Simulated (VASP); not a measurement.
**Mg: single point with PBEsol**

Slab: Mg, a slab with vacuum.

```
CELL_PARAMETERS angstrom
3.05030 0.00000 0.00000
-1.52515 2.64164 0.00000
0.00000 0.00000 6.58968
ATOMIC_POSITIONS crystal
Mg 0.00000 0.00000 0.00000
Mg 0.00000 0.00000 0.46206
```

```yaml
Program: VASP 6.6.1
Task: single point
Functional: PBEsol
Potentials_or_basis: VASP PAW PBE potentials, release 64 (Mg)
Cutoff: 520 eV
k_mesh: 6 × 6 × 3
Occupations: fermi-dirac, width 0.15 eV
Spin: no spin polarisation
Dipole_correction: no
Further_INCAR_settings: ALGO = Normal; EDIFF = 1e-06; NBANDS = 9
```

```
Largest force          : 0.355 eV/Å
Band gap on the k mesh : zero (band 2 reaches 2.41 eV, above the bottom of band 3 at -0.43 eV)
```

Forces in eV/Å, atoms in the order of the input:
```
Mg   0.000  0.000 -0.355
Mg   0.000  0.000  0.355
```

Levels at points of the mesh, in eV from the Fermi level:
```csv
k point,band 1,band 2,band 3,band 4,band 5,band 6,band 7
"(0.00, 0.00, 0.00)",-6.44,-3.53,-2.32,6.70,6.74,12.70,12.70
"(0.50, 0.00, 0.00)",-1.41,-0.93,0.99,2.45,2.51,3.06,8.27
```

Run time: 16 s on 1 thread of AMD EPYC 7R13 (shared host), peak memory 0.13 GiB.

Caveat: the k points lie up to 0.40 Å⁻¹ apart; the PAW data sets were made with another functional, which shifts forces and pressure a little.
